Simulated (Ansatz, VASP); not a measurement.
**One calculation of Mg, two programs**

```
CELL_PARAMETERS angstrom
2.28197 0.00000 0.00000
0.00000 2.28197 0.00000
0.00000 0.00000 2.28197
ATOMIC_POSITIONS crystal
Mg 0.00000 0.00000 0.00000
```

Change from the starting cell: volume scaled by 0.43, crystal datasets.

Alike in both runs: task single point; functional PBE; k mesh 13 × 13 × 13; occupations fermi-dirac, width 0.1 eV; no spin polarisation.

|  | VASP | Ansatz |
| --- | --- | --- |
| version | VASP 6.6.1 | Ansatz 0.2.0 |
| potentials or method | VASP PAW PBE potentials, release 64 (Mg), cutoff 520 eV | all-electron PAW with datasets made for the crystal, scalar-relativistic |

VASP gave:

* pressure (GPa): 92.7

Task: Estimate Ansatz's values.

Result: Pressure (GPa): 91.8.

Both programs put the cell under a high pressure, so it lies far from rest at this level. Ansatz ran all-electron here, and VASP with PAW potentials.

Noted on VASP's run: the cell as given lies far from equilibrium.
